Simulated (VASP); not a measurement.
Write the native input for VASP 6.6.1 that does the following.

* Task: single point
* Functional: PBEsol
* Potentials or basis: VASP PAW PBE potentials, release 64 (Al, Co)
* Cutoff: 520 eV
* k mesh: 12 × 12 × 12
* Occupations: gaussian, width 0.1 eV
* Spin: collinear spin, ferromagnetic start
* Starting moments: [0.0, 1.45, 1.45, 1.45] μB
* Dipole correction: no
* Further INCAR settings: ALGO = Fast; EDIFF = 1e-06; NBANDS = 27

The structure of AlCo3 lies in POSCAR:

```
AlCo3
1.0
    3.4200930586      0.0000000000      0.0000000000
    0.0000000000      3.4200930586      0.0000000000
    0.0000000000      0.0000000000      3.4200930586
Al Co
1 3
Direct
    0.0000000000      0.0000000000      0.0000000000
    0.5000000000      0.5000000000      0.0000000000
    0.5000000000      0.0000000000      0.5000000000
    0.0000000000      0.5000000000      0.5000000000
```

These files were run (other wordings do the same):

INCAR

```
SYSTEM = AlCo3
PREC = Accurate ; ENCUT = 520
EDIFF = 1E-6 ; ISMEAR = 0
SIGMA = 0.1 ; LREAL = .False.
LASPH = .True. ; NELM = 150
ALGO = Fast ; ISIF = 2
LWAVE = .False. ; LCHARG = .False.
ISPIN = 2 ; MAGMOM = 0 1.45 1.45 1.45
LORBIT = 11 ; LMAXMIX = 4
GGA = PS ; NBANDS = 27
```

KPOINTS

```
Automatic mesh
0
Gamma
  12 12 12
  0 0 0
```

Potentials or basis: VASP PAW PBE potentials, release 64 (Al, Co).

Launch:

```bash
$ cat potpaw_PBE.64/Al/POTCAR potpaw_PBE.64/Co/POTCAR > POTCAR
$ mpirun -np 1 vasp_std > vasp.out
```

Results of the run:

```
Pressure                                              : 17.0 GPa
Net moment                                            : 1.40 μB per cell
Site moments                                          : Al -0.01; Co +0.47 μB
Valence electrons inside the program's atomic spheres : Al 0.90; Co 8.58
```

Caveat: the cell stands under pressure; the PAW data sets were made with another functional, which shifts forces and pressure a little.

It took 9.8 min on 1 thread of Intel Xeon 8259CL (shared host), peak memory 0.27 GiB.
